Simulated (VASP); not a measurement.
Set up this calculation in VASP 6.6.1, as the native input.

* Task: single point
* Functional: LDA
* Potentials or basis: VASP PAW PBE potentials, release 64 (Lu, H)
* Cutoff: 520 eV
* k mesh: 3 × 3 × 4
* Occupations: gaussian, width 0.1 eV
* Spin: no spin polarisation
* Dipole correction: no
* Further INCAR settings: LREAL = Auto; ALGO = Normal; EDIFF = 1e-06; NBANDS = 102

The structure of LuH3 lies in POSCAR:

```
LuH3
1.0
    6.0948424347      0.0000000000      0.0000000000
   -3.0474212174      5.2782883805      0.0000000000
    0.0000000000      0.0000000000      6.3777478800
Lu H
6 18
Direct
    0.6623873300      0.0000000000      0.2500000000
    0.3376126700      0.3376126700      0.2500000000
    0.0000000000      0.6623873300      0.2500000000
    0.6623873300      0.6623873300      0.7500000000
    0.0000000000      0.3376126700      0.7500000000
    0.3376126700      0.0000000000      0.7500000000
    0.3199835000      0.9663259100      0.4105443400
    0.6463424100      0.6800165000      0.4105443400
    0.0336740900      0.3536575900      0.4105443400
    0.3199835000      0.3536575900      0.9105443400
    0.0336740900      0.6800165000      0.9105443400
    0.6463424100      0.9663259100      0.9105443400
    0.6800165000      0.0336740900      0.5894556600
    0.3536575900      0.3199835000      0.5894556600
    0.9663259100      0.6463424100      0.5894556600
    0.6800165000      0.6463424100      0.0894556600
    0.9663259100      0.3199835000      0.0894556600
    0.3536575900      0.0336740900      0.0894556600
    0.0000000000      0.0000000000      0.2500000000
    0.0000000000      0.0000000000      0.7500000000
    0.6666666700      0.3333333300      0.3114689900
    0.6666666700      0.3333333300      0.8114689900
    0.3333333300      0.6666666700      0.6885310100
    0.3333333300      0.6666666700      0.1885310100
```

These files were run (other wordings do the same):

INCAR

```
ALGO = Normal
EDIFF = 1E-6
ENCUT = 520
GGA = CA
ISIF = 2
ISMEAR = 0
LASPH = True
LCHARG = False
LREAL = Auto
LWAVE = False
NBANDS = 102
NELM = 100
PREC = Accurate
SIGMA = 0.1
```

KPOINTS

```
k-points
0
Gamma
  3 3 4
```

Potentials or basis: VASP PAW PBE potentials, release 64 (Lu, H).

Launch:

```bash
$ cat potpaw_PBE.64/Lu/POTCAR potpaw_PBE.64/H/POTCAR > POTCAR
$ mpirun -np 1 vasp_std > vasp.out
```

It gave:

- Pressure: -5.0 GPa
- Largest force: 0.092 eV/Å
- Band gap on the k mesh: 0.19 eV

Caveat: the cell stands under tension; the PAW data sets were made with another functional, which shifts forces and pressure a little; spin-orbit coupling is left out, which moves the levels of the heavy elements; an odd mesh through Γ misses points on the zone boundary, where band edges can lie.

It took 14 min on 1 thread of Intel Xeon 8259CL, with other jobs on the host, peak memory 0.35 GiB.
